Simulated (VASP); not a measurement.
# CsPbBr3 (Pm-3m) in VASP: density of states with PBEsol

Aim: the density of states of CsPbBr3 with PBEsol.

Program: VASP 6.6.1. These are calculated values, not measurements. Logs are shortened: lines on timing, memory, paths and dates and some standing lists are left out, and cuts for length are marked.

**1. The cell of the first run**

The structure is cubic, space group Pm-3m (No. 221). Conventional cell: a = 5.870 Å, b = 5.870 Å, c = 5.870 Å, α = 90.00°, β = 90.00°, γ = 90.00°. Within 5.4 Å of Cs (site symmetry m-3m) lie 12 Br at 4.15 Å and 8 Pb at 5.08 Å. Within 3.9 Å of Pb (site symmetry m-3m) lie 6 Br at 2.94 Å. Within 3.9 Å of Br (site symmetry 4/mmm) lie 2 Pb at 2.94 Å.

**2. Density of states, PBEsol**

Contents of POSCAR:

```
CsPbBr3
1.0
    5.8700000000      0.0000000000      0.0000000000
    0.0000000000      5.8700000000      0.0000000000
    0.0000000000      0.0000000000      5.8700000000
Cs Pb Br
1 1 3
Direct
    0.0000000000      0.0000000000      0.0000000000
    0.5000000000      0.5000000000      0.5000000000
    0.0000000000      0.5000000000      0.5000000000
    0.5000000000      0.0000000000      0.5000000000
    0.5000000000      0.5000000000      0.0000000000
```

Contents of INCAR.step1:

```
ALGO = Normal
EDIFF = 1E-6
ENCUT = 520
GGA = PS
ISIF = 2
ISMEAR = 0
LASPH = True
LCHARG = True
LREAL = False
LWAVE = False
NBANDS = 30
NELM = 60
PREC = Accurate
SIGMA = 0.02
```

Contents of KPOINTS.step1:

```
k-points
0
Gamma
  6 6 6
```

Contents of INCAR.step2:

```
ALGO = Normal
EDIFF = 1E-6
ENCUT = 520
GGA = PS
ICHARG = 11
ISIF = 2
ISMEAR = -5
LASPH = True
LCHARG = False
LORBIT = 10
LREAL = False
LWAVE = False
NBANDS = 30
NEDOS = 2001
NELM = 60
PREC = Accurate
SIGMA = 0.02
```

Contents of KPOINTS.step2:

```
k-points
0
Gamma
  9 9 9
```

Potentials or basis: VASP PAW PBE potentials, release 64 (Cs_sv, Pb_d, Br).

Started as:

```console
cat potpaw_PBE.64/Cs_sv/POTCAR potpaw_PBE.64/Pb_d/POTCAR potpaw_PBE.64/Br/POTCAR > POTCAR
cp INCAR.step1 INCAR
cp KPOINTS.step1 KPOINTS
mpirun -np 1 vasp_std > vasp.out
cp INCAR.step2 INCAR
cp KPOINTS.step2 KPOINTS
mpirun -np 1 vasp_std > vasp.out
```

OUTCAR:

```text
EDIFF = 1E-6
   ENCUT = 520
   GGA = PS
   ICHARG = 11
   ISIF = 2
   ISMEAR = -5
   LASPH = True
   LORBIT = 10
   LREAL = False
   NELM = 60
   PREC = Accurate

 ion  position               nearest neighbor table
   1  0.000  0.000  0.000-
   2  0.500  0.500  0.500-   3 2.94   4 2.94   5 2.94   5 2.94   4 2.94   3 2.94
   3  0.000  0.500  0.500-   2 2.94   2 2.94
   4  0.500  0.000  0.500-   2 2.94   2 2.94
   5  0.500  0.500  0.000-   2 2.94   2 2.94

  LATTYP: Found a simple cubic cell.
 ALAT       =     5.8700000000

  Lattice vectors:

 A1 = (   5.8700000000,   0.0000000000,   0.0000000000)
 A2 = (   0.0000000000,   5.8700000000,   0.0000000000)
 A3 = (   0.0000000000,   0.0000000000,   5.8700000000)

Analysis of symmetry for initial positions (statically):
=====================================================================
 Subroutine PRICEL returns:
 Original cell was already a primitive cell.

 Routine SETGRP: Setting up the symmetry group for a
 simple cubic supercell.

 Subroutine GETGRP returns: Found 48 space group operations
 (whereof 48 operations were pure point group operations)
 out of a pool of 48 trial point group operations.

The static configuration has the point symmetry O_h .

Analysis of symmetry for dynamics (positions and initial velocities):
=====================================================================
 Subroutine PRICEL returns:
 Original cell was already a primitive cell.

 Routine SETGRP: Setting up the symmetry group for a
 simple cubic supercell.

 Subroutine GETGRP returns: Found 48 space group operations
 (whereof 48 operations were pure point group operations)
 out of a pool of 48 trial point group operations.

The dynamic configuration has the point symmetry O_h .

 Subroutine INISYM returns: Found 48 space group operations
 (whereof 48 operations are pure point group operations),
 and found     1 'primitive' translations

----------------------------------------------------------------------------------------

                                     Primitive cell

  volume of cell :     202.2620

  direct lattice vectors                    reciprocal lattice vectors
     5.870000000  0.000000000  0.000000000     0.170357751  0.000000000  0.000000000
     0.000000000  5.870000000  0.000000000     0.000000000  0.170357751  0.000000000
     0.000000000  0.000000000  5.870000000     0.000000000  0.000000000  0.170357751

  length of vectors
     5.870000000  5.870000000  5.870000000     0.170357751  0.170357751  0.170357751

  position of ions in fractional coordinates (direct lattice)
     0.000000000  0.000000000  0.000000000
     0.500000000  0.500000000  0.500000000
     0.000000000  0.500000000  0.500000000
     0.500000000  0.000000000  0.500000000
     0.500000000  0.500000000  0.000000000

  ion indices of the primitive-cell ions
   primitive index   ion index
                 1           1
                 2           2
                 3           3
                 4           4
                 5           5

----------------------------------------------------------------------------------------

 KPOINTS: k-points

Automatic generation of k-mesh.
 Grid dimensions read from file:
 generate k-points for:    9    9    9

 Generating k-lattice:

  Cartesian coordinates                     Fractional coordinates (reciprocal lattice)
     0.018928639  0.000000000  0.000000000     0.111111111  0.000000000  0.000000000
     0.000000000  0.018928639  0.000000000     0.000000000  0.111111111  0.000000000
     0.000000000  0.000000000  0.018928639     0.000000000  0.000000000  0.111111111

  Length of vectors
     0.018928639  0.018928639  0.018928639

  Shift w.r.t. Gamma in fractional coordinates (k-lattice)
     0.000000000  0.000000000  0.000000000

 TETIRR: Found    353 inequivalent tetrahedra from     4374

 Subroutine IBZKPT returns following result:
 ===========================================

 Found     35 irreducible k-points:

 Following reciprocal coordinates:
            Coordinates               Weight
  0.000000  0.000000  0.000000      1.000000
  0.111111  0.000000  0.000000      6.000000
  0.222222  0.000000  0.000000      6.000000
  0.333333  0.000000  0.000000      6.000000
  0.444444  0.000000  0.000000      6.000000
  0.111111  0.111111  0.000000     12.000000
[... 16 lines left out ...]
  0.333333  0.333333  0.111111     24.000000
  0.444444  0.333333  0.111111     48.000000
 [... further k-points ...]
   k-points           NKPTS =     35   k-points in BZ     NKDIM =     35   number of bands    NBANDS=     30
   number of dos      NEDOS =   2001   number of ions     NIONS =      5
   total plane-waves  NPLWV = 110592
   dimension x,y,z NGX =    48 NGY =   48 NGZ =   48
   dimension x,y,z NGXF=    96 NGYF=   96 NGZF=   96
   ions per type =               1   1   3
   NGX,Y,Z   is equivalent  to a cutoff of  13.59, 13.59, 13.59 a.u.
   NGXF,Y,Z  is equivalent  to a cutoff of  27.19, 27.19, 27.19 a.u.
 SYSTEM =  unknown system
   PREC   = accura    normal or accurate (medium, high low for compatibility)
   ISTART =      0    job   : 0-new  1-cont  2-samecut
   ICHARG =     11    charge: 1-file 2-atom 10-const
   ISPIN  =      1    spin polarized calculation?
   LNONCOLLINEAR =      F non collinear calculations
   LSORBIT =      F    spin-orbit coupling
   LASPH  =      T    aspherical Exc in radial PAW
   ENCUT  =  520.0 eV  38.22 Ry    6.18 a.u.  10.91 10.91 10.91*2*pi/ulx,y,z
   NELM   =     60;   NELMIN=  2; NELMDL=  0     # of ELM steps
   EDIFF  = 0.1E-05   stopping-criterion for ELM
   LREAL  =      F    real-space projection
   EDIFFG = 0.1E-04   stopping-criterion for IOM
   NSW    =      0    number of steps for IOM
   IBRION =     -1    ionic relax: 0-MD 1-quasi-New 2-CG
   NFREE  =      0    steps in history (QN), initial steepest desc. (CG)
   ISIF   =      2    stress and relaxation
   ISYM   =      2    0-nonsym 1-usesym 2-fastsym
   POTIM  = 0.5000    time-step for ionic-motion
   TEBEG  =    0.0;   TEEND  =   0.0 temperature during run
   PSTRESS=    0.0 pullay stress
   NELECT =      44.0000    total number of electrons
   NUPDOWN=      -1.0000    fix difference up-down
   EMIN   =  10.00;   EMAX   =-10.00  energy-range for DOS
   EFERMI =   0.00;   METHOD = LEGACY
   ISMEAR =    -5;   SIGMA  =   0.02  broadening in eV -4-tet -1-fermi 0-gaus
   EFERMI_NEDOS =   21; number of points for ismear=-14 and -15
   IALGO  =     38    algorithm
   IMIX   =      4    mixing-type and parameters
     AMIX     =   0.40;   BMIX     =  1.00
     AMIX_MAG =   1.60;   BMIX_MAG =  1.00
  volume/ion in A,a.u.               =      40.45       272.99
  Fermi-wavevector in a.u.,A,eV,Ry     =   0.984587  1.860600 13.189657  0.969412
  Thomas-Fermi vector in A             =   2.115831
   LORBIT       =     10    0 simple, 1 ext, 2 COOP (PROOUT), +10 PAW based schemes
   GGA     = PS    functional components
   LHFCALC =     F    Hartree Fock is set to
   AEXX    =    0.0000 exact exchange contribution
   IVDW    =     0    specifies the selected vdW correction
   LEPSILON=     F    determine dielectric tensor
   LRPA    =     F    only Hartree local field effects (RPA)
 non-spin polarized calculation
 Fermi weights with tetrahedron method with Bloechl corrections
  energy-cutoff  :      520.00
  volume of cell :      202.26
 maximum number of plane-waves:      5478
 NGX is ok and might be reduce to    48

 number of electron      44.0000000 magnetization

 Free energy of the ion-electron system (eV)
  ---------------------------------------------------
  ext. energy  EPLUGINS =         0.00000000
  ---------------------------------------------------
  free energy    TOTEN  =       -16.81143590 eV

  energy without entropy =      -16.81143590  energy(sigma->0) =      -16.81143590

 E-fermi :   0.9545     XC(G=0):  -7.8178

 val. band max:        0.9491516423   @ k =   0.4444   0.4444   0.4444
 cond. band min:       2.7942858905   @ k =   0.4444   0.4444   0.4444
 fundamental gap:      1.8451342482
 Fermi energy:         0.9545170291

 k-point     1 :       0.0000    0.0000    0.0000
  band No.  band energies     occupation
      1     -20.2475      2.00000
      2     -15.6210      2.00000
      3     -15.6210      2.00000
      4     -15.4444      2.00000
      5     -15.4444      2.00000
      6     -15.4444      2.00000
[... 22 lines left out ...]
     29       7.1571      0.00000
     30       7.1571      0.00000

 k-point     2 :       0.1111    0.0000    0.0000
  band No.  band energies     occupation
      1     -20.2474      2.00000
      2     -15.6210      2.00000
      3     -15.6134      2.00000
      4     -15.4445      2.00000
      5     -15.4445      2.00000
      6     -15.4444      2.00000
[... 22 lines left out ...]
     29       6.7315      0.00000
     30       7.1260      0.00000

 k-point     3 :       0.2222    0.0000    0.0000
  band No.  band energies     occupation
      1     -20.2471      2.00000
      2     -15.6210      2.00000
      3     -15.5937      2.00000
      4     -15.4448      2.00000
      5     -15.4448      2.00000
      6     -15.4444      2.00000
[... 22 lines left out ...]
     29       6.2260      0.00000
     30       7.1057      0.00000

 k-point     4 :       0.3333    0.0000    0.0000
  band No.  band energies     occupation
      1     -20.2467      2.00000
      2     -15.6210      2.00000
      3     -15.5710      2.00000
      4     -15.4452      2.00000
      5     -15.4452      2.00000
      6     -15.4444      2.00000
[... 616 lines left out ...]
     29       6.9116      0.00000
     30       7.2147      0.00000

 k-point    23 :       0.3333    0.3333    0.1111
  band No.  band energies     occupation
      1     -20.2458      2.00000
      2     -15.5886      2.00000
      3     -15.5419      2.00000
      4     -15.4460      2.00000
      5     -15.4453      2.00000
      6     -15.4453      2.00000
[... 22 lines left out ...]
     29       7.0829      0.00000
     30       7.0884      0.00000

 k-point    24 :       0.4444    0.3333    0.1111
  band No.  band energies     occupation
      1     -20.2456      2.00000
      2     -15.5859      2.00000
      3     -15.5285      2.00000
      4     -15.4462      2.00000
      5     -15.4455      2.00000
      6     -15.4453      2.00000
[... 22 lines left out ...]
     29       6.9599      0.00000
     30       7.1684      0.00000

 [... further k-points ...]
[... 5 lines left out ...]
  --------------------------------------------------------------------------------------
  -------------------------------------------------------------------------------------
  Total       -0.0137518     -0.0137518     -0.0137518      0.0000000     -0.0000000      0.0000000
  in kB       -0.1089324     -0.1089324     -0.1089324      0.0000000     -0.0000000      0.0000000
  external PRESSURE =      -0.1089324 kB  Pullay stress =       0.0000000 kB

 VOLUME and BASIS-vectors are now :
 -----------------------------------------------------------------------------
  energy-cutoff  :      520.00
  volume of cell :      202.26
      direct lattice vectors                 reciprocal lattice vectors
     5.870000000  0.000000000  0.000000000     0.170357751  0.000000000  0.000000000
     0.000000000  5.870000000  0.000000000     0.000000000  0.170357751  0.000000000
     0.000000000  0.000000000  5.870000000     0.000000000  0.000000000  0.170357751

 POSITION                                       TOTAL-FORCE (eV/Angst)
 -----------------------------------------------------------------------------------
      0.00000      0.00000      0.00000         0.000000      0.000000      0.000000
      2.93500      2.93500      2.93500         0.000000      0.000000      0.000000
      0.00000      2.93500      2.93500         0.000000      0.000000      0.000000
      2.93500      0.00000      2.93500         0.000000      0.000000      0.000000
      2.93500      2.93500      0.00000         0.000000      0.000000      0.000000
 -----------------------------------------------------------------------------------
    total drift:                                0.000000     -0.000000     -0.000000

  FREE ENERGIE OF THE ION-ELECTRON SYSTEM (eV)
  ---------------------------------------------------
  free  energy   TOTEN  =       -16.8114359022 eV

  energy  without entropy=      -16.8114359022  energy(sigma->0) =      -16.81143590

 total charge

# of ion       s       p       d       tot
------------------------------------------
    1        1.840   4.699   0.011   6.551
    2        1.487   0.491   9.851  11.829
    3        1.604   3.233   0.008   4.845
    4        1.604   3.233   0.008   4.845
    5        1.604   3.233   0.008   4.845
--------------------------------------------------
tot          8.140  14.888   9.887  32.915
```

It took 4.4 min on 1 thread of Oxide Virtual Turin-like, shared host; peak memory 0.39 GiB.

Results:

```yaml
Valence_electrons_inside_the_program's_atomic_spheres: Cs 6.55; Pb 11.83; Br 4.84
```

Caveat: the PAW data sets were made with another functional, which shifts forces and pressure a little; spin-orbit coupling is left out, which moves the levels of the heavy elements.
